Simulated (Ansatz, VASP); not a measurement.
One calculation of Pb, two programs

```xyz
4
Lattice="3.4854 0.0000 0.0000 -1.7427 3.0184 0.0000 0.0000 0.0000 11.3934" Properties=species:S:1:pos:R:3 pbc="T T T"
Pb    0.0000    0.0000    0.0000
Pb    0.0000    2.0123    2.8484
Pb    0.0000    0.0000    5.6967
Pb    1.7427    1.0061    8.5451
```

Alike in both runs: functional PBEsol; k mesh 12 × 12 × 4; occupations gaussian, width 0.1 eV; no spin polarisation.

Ansatz relaxed the structure, and its values are those at the end. VASP's run is a single point on that final structure, the one shown.

|  | VASP | Ansatz |
| --- | --- | --- |
| version | VASP 6.6.1 | Ansatz 0.2.0 |
| potentials or method | VASP PAW PBE potentials, release 64 (Pb_d), cutoff 520 eV | scalar-relativistic, plane waves, PAW |
| valence electrons in the cell | 56 | 56 |

|  | VASP | Ansatz | Ansatz less VASP |
| --- | --- | --- | --- |
| gap on the k mesh at the Fermi level (eV) | none | none | - |
| pressure (GPa) | -0.1 | 0.0 | +0.06 |

VASP's potentials were made for PBE, not for PBEsol. A gap of «none» marks a metal or a gap that the smearing closes.

Neither program's run includes spin-orbit coupling.
